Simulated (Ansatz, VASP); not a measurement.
KCl: VASP beside Ansatz

Contents of INCAR:

```
PREC     = Accurate       # precision mode
ENCUT    = 500            # plane-wave cutoff, eV
EDIFF    = 1E-6           # SCF threshold, eV
ISMEAR   = 0              # smearing method
SIGMA    = 0.01           # smearing width, eV
LREAL    = False          # projectors in reciprocal space
LASPH    = True           # aspherical terms in the spheres
NELM     = 120            # most SCF steps
ALGO     = Normal         # electronic algorithm
ISIF     = 2              # what is computed and relaxed
LWAVE    = False          # write WAVECAR
LCHARG   = False          # write CHGCAR
GGA      = PE             # functional
NBANDS   = 15             # bands
GGA_COMPAT= False
```

Contents of KPOINTS:

```
Automatic mesh
0
Gamma
  4 4 4
```

Contents of POSCAR:

```
KCl
1.0
    0.0000000000      3.1412171188      3.1412171188
    3.1412171188      0.0000000000      3.1412171188
    3.1412171188      3.1412171188      0.0000000000
K Cl
1 1
Direct
    0.9634600000      0.0352000000      0.0558700000
    0.4739900000      0.5033200000      0.4998500000
```

Input for Ansatz:

```yaml
crystal:
  lattice:
    - [0.0, 3.141217118779345, 3.141217118779345]
    - [3.141217118779345, 0.0, 3.141217118779345]
    - [3.141217118779345, 3.141217118779345, 0.0]
  atoms:
    - { symbol: K, position: [0.96346, 0.0352, 0.05587] }
    - { symbol: Cl, position: [0.47399, 0.50332, 0.49985] }
basis:
  ecutwfc: 540.0
  xc_grid: 2
kpoints:
  mp_grid:
    grid: [4, 4, 4]
hamiltonian:
  xc: pbe
scf:
  convergence:
    dr2_threshold: 1.0e-09
  occupations:
    method: fixed
output:
  forces: true
  stress: true
```

Alike in both runs: task single point; functional PBE; k mesh 4 × 4 × 4; no spin polarisation.

|  | VASP | Ansatz |
| --- | --- | --- |
| version | VASP 6.6.1 | Ansatz 0.2.0 |
| potentials or method | VASP PAW PBE potentials, release 64 (K_sv, Cl), cutoff 500 eV | plane waves, PAW |
| occupations | gaussian, width 0.01 eV | fixed |
| valence electrons in the cell | 16 | 16 |

Ansatz gave:

| Quantity | Value |
| --- | --- |
| pressure (GPa) | 1.6 |
| traceless stress, the component that is largest in VASP (GPa) | 1.18 |
| rms of the force components (eV/Å) | 0.286 |

Problem. What did VASP give for the same quantities?

Solution. Pressure (GPa): 1.6; traceless stress, the component that is largest in VASP (GPa): 1.21; rms of the force components (eV/Å): 0.291.

Atom by atom the forces differ by 0.005 eV/Å (rms over components). Ansatz's warnings: stress scf threshold loose.

The k mesh is coarse, so the values compare programs but aren't converged.
